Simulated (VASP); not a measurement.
Here is a VASP 6.6.1 calculation.

File INCAR:

```
SYSTEM = La
PREC = Accurate
ENCUT = 520
EDIFF = 1E-6
ISMEAR = -1
SIGMA = 0.05
LREAL = .False.
LASPH = .True.
NELM = 150
ALGO = Normal
ISIF = 2
LWAVE = .False.
LCHARG = .True.
ISPIN = 2
MAGMOM = 1 1
LORBIT = 11
LMAXMIX = 6
GGA = PE
LELF = .True.
LVHAR = .True.
NBANDS = 22
```

The input KPOINTS:

```
regular mesh
0
Gamma
  9 9 9
  0 0 0
```

The input POSCAR:

```
La
1.0
    0.0000000000      3.1999813001      3.1999813001
    3.1999813001      0.0000000000      3.1999813001
    3.1999813001      3.1999813001      0.0000000000
La
2
Direct
    0.1250000000      0.1250000000      0.1250000000
    0.8750000000      0.8750000000      0.8750000000
```

Potentials or basis: VASP PAW PBE potentials, release 64 (La).

The run is started by

```bash
$ cat potpaw_PBE.64/La/POTCAR > POTCAR
$ mpirun -np 1 vasp_std > vasp.out
```

Question: Estimate the pressure.

Answer: 8.1 GPa.

Question: What does it give for the band gap on the k mesh?

Answer: Zero (filled and empty bands overlap).

Question: Estimate the net moment.

Answer: 0.00 μB per cell.

Caveat: the cell stands under pressure; spin-orbit coupling is left out, which moves the levels of the heavy elements.
